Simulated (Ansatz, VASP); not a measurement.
**SiC in VASP and in Ansatz**

The input INCAR:

```
SYSTEM = SiC
PREC = Accurate ; ENCUT = 520
EDIFF = 1E-6 ; ISMEAR = 0
SIGMA = 0.05 ; LREAL = .FALSE.
LASPH = .TRUE. ; NELM = 80
ALGO = Normal ; ISIF = 2
LWAVE = .FALSE. ; LCHARG = .FALSE.
GGA = PS ; NBANDS = 11
```

KPOINTS

```
regular mesh
0
G
  12 12 12
  0 0 0
```

File POSCAR:

```
SiC
1.0
    0.0000000000      2.2609600000      2.2609600000
    2.2609600000      0.0000000000      2.2609600000
    2.2609600000      2.2609600000      0.0000000000
Si C
1 1
Direct
    0.0000000000      0.0000000000      0.0000000000
    0.7500000000      0.7500000000      0.7500000000
```

Input for Ansatz:

```yaml
crystal:
  lattice:
    - [0.0, 2.26096, 2.26096]
    - [2.26096, 0.0, 2.26096]
    - [2.26096, 2.26096, 0.0]
  atoms:
    - { symbol: Si, position: [0.0, 0.0, 0.0] }
    - { symbol: C, position: [0.75, 0.75, 0.75] }
basis:
  ecutwfc: 420
kpoints:
  mp_grid: { grid: [12, 12, 12] }
hamiltonian:
  xc: pbesol
scf:
  occupations: { method: gaussian, width: 0.05 }
output:
  forces: true
  stress: true
  eigenvalues: true
```

Change from the starting cell: strain +0.040 along x and y, +0.040 along z, atoms carried along.

Alike in both runs: task single point; functional PBEsol; k mesh 12 × 12 × 12; occupations gaussian, width 0.05 eV; no spin polarisation.

|  | VASP | Ansatz |
| --- | --- | --- |
| version | VASP 6.6.1 | Ansatz 0.2.0 |
| potentials or method | VASP PAW PBE potentials, release 64 (Si, C), cutoff 520 eV | scalar-relativistic, plane waves, PAW |
| valence electrons in the cell | 8 | 8 |

```tsv
	VASP	Ansatz	Ansatz less VASP
gap on the k mesh at the Fermi level (eV)	1.33	1.33	+0.008
least direct gap on the mesh (eV)	4.32	4.33	+0.007
pressure (GPa)	-19.6	-19.8	-0.27
```

VASP's potentials were made for PBE, not for PBEsol.
